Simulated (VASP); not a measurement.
Wanted: the native input for a VASP 6.6.1 run.

| Quantity | Value |
| --- | --- |
| Task | single point |
| Functional | r2SCAN |
| Potentials or basis | VASP PAW PBE potentials, release 64 (Ce, O) |
| Cutoff | 520 eV |
| k mesh | 8 × 8 × 8 |
| Occupations | gaussian, width 0.01 eV |
| Spin | no spin polarisation |
| Dipole correction | no |
| Further INCAR settings | ALGO = Normal; EDIFF = 1e-07; NBANDS = 19 |

The system is CeO2.

```
Ce O
1.0
     0.00000    2.71865    2.71865
     2.71865    0.00000    2.71865
     2.71865    2.71865    0.00000
Ce O
1 2
Direct
  0.00000 0.00000 0.00000
  0.25000 0.25000 0.25000
  0.75000 0.75000 0.75000
```

These files were run (other wordings do the same):

POSCAR

```
CeO2
1.0
    0.0000000000      2.7186496192      2.7186496192
    2.7186496192      0.0000000000      2.7186496192
    2.7186496192      2.7186496192      0.0000000000
Ce O
1 2
Direct
    0.0000000000      0.0000000000      0.0000000000
    0.2500000000      0.2500000000      0.2500000000
    0.7500000000      0.7500000000      0.7500000000
```

INCAR.step1

```
SYSTEM = CeO2
PREC = Accurate
ENCUT = 520
ISMEAR = 0
SIGMA = 0.01
LREAL = .False.
LASPH = .True.
NELM = 80
NBANDS = 19
GGA = PE
ALGO = Normal
EDIFF = 1E-4
LWAVE = .True.
LCHARG = .False.
```

INCAR.step2

```
SYSTEM = CeO2
PREC = Accurate
ENCUT = 520
EDIFF = 1E-7
ISMEAR = 0
SIGMA = 0.01
LREAL = .False.
LASPH = .True.
NELM = 80
ALGO = Normal
ISIF = 2
LWAVE = .False.
LCHARG = .False.
METAGGA = R2SCAN
LMIXTAU = .True.
NBANDS = 19
ISTART = 1
```

KPOINTS

```
regular mesh
0
Gamma
  8 8 8
  0 0 0
```

Potentials or basis: VASP PAW PBE potentials, release 64 (Ce, O).

Run with:

```sh
$ cat potpaw_PBE.64/Ce/POTCAR potpaw_PBE.64/O/POTCAR > POTCAR
$ cp INCAR.step1 INCAR
$ mpirun -np 1 vasp_std > vasp.out
$ cp INCAR.step2 INCAR
$ mpirun -np 1 vasp_std > vasp.out
```

It gave:

| Quantity | Value |
| --- | --- |
| Pressure | -0.2 GPa |
| Band gap on the k mesh | 2.16 eV (least direct gap 2.29 eV) |

Caveat: the PAW data sets were made with another functional, which shifts forces and pressure a little; spin-orbit coupling is left out, which moves the levels of the heavy elements.

Wall time 3.2 min on 1 thread of Intel Xeon 8259CL (shared host), peak memory 0.19 GiB.
